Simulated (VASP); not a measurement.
Write the native input for VASP 6.6.1 that does the following.

| Item | Value |
| --- | --- |
| Task | single point |
| Functional | r2SCAN |
| Potentials or basis | VASP PAW PBE potentials, release 64 (Hg) |
| Cutoff | 520 eV |
| k mesh | 10 × 10 × 10 |
| Occupations | fermi-dirac, width 0.05 eV |
| Spin | non-collinear spin, zero start, spin-orbit coupling |
| Starting moments | [[0.0, 0.0, 0.0]] μB |
| Dipole correction | no |
| Further INCAR settings | ALGO = Normal; EDIFF = 1e-06; NBANDS = 23 |

Crystal: Hg.

```
CELL_PARAMETERS angstrom
-1.87674 1.87674 1.91684
1.87674 -1.87674 1.91684
1.87674 1.87674 -1.91684
ATOMIC_POSITIONS crystal
Hg 0.50000 0.50000 0.00000
```

The input as run:

POSCAR

```
Hg
1.0
   -1.8767364354      1.8767364354      1.9168448550
    1.8767364354     -1.8767364354      1.9168448550
    1.8767364354      1.8767364354     -1.9168448550
Hg
1
Direct
    0.5000000000      0.5000000000      0.0000000000
```

INCAR.step1

```
PREC = Accurate
ENCUT = 520
ISMEAR = -1
SIGMA = 0.05
LREAL = F
LASPH = T
NELM = 150
MAGMOM = 0 0 0
LSORBIT = T
GGA_COMPAT = F
NBANDS = 23
GGA = PE
ALGO = Normal
EDIFF = 1E-4
LWAVE = T
LCHARG = F
```

INCAR.step2

```
PREC = Accurate
ENCUT = 520
EDIFF = 1E-6
ISMEAR = -1
SIGMA = 0.05
LREAL = F
LASPH = T
NELM = 150
ALGO = Normal
ISIF = 2
LWAVE = F
LCHARG = F
MAGMOM = 0 0 0
LORBIT = 11
LSORBIT = T
GGA_COMPAT = F
LORBMOM = T
METAGGA = R2SCAN
LMIXTAU = T
NBANDS = 23
ISTART = 1
```

KPOINTS

```
Automatic mesh
0
Gamma
  10 10 10
```

Potentials or basis: VASP PAW PBE potentials, release 64 (Hg).

Command:

```bash
$ cat potpaw_PBE.64/Hg/POTCAR > POTCAR
$ cp INCAR.step1 INCAR
$ mpirun -np 1 vasp_ncl > vasp.out
$ cp INCAR.step2 INCAR
$ mpirun -np 1 vasp_ncl > vasp.out
```

It gave:

```yaml
Pressure: -0.2 GPa
Net_moment: 0.00 μB per cell
Valence_electrons_inside_the_program's_atomic_spheres: Hg 10.45
```

Caveat: the PAW data sets were made with another functional, which shifts forces and pressure a little.

Wall time 3.6 min on 1 thread of Intel(R) Xeon(R) Platinum 8488C (Sapphire Rapids), with other jobs on the host, peak memory 0.27 GiB.
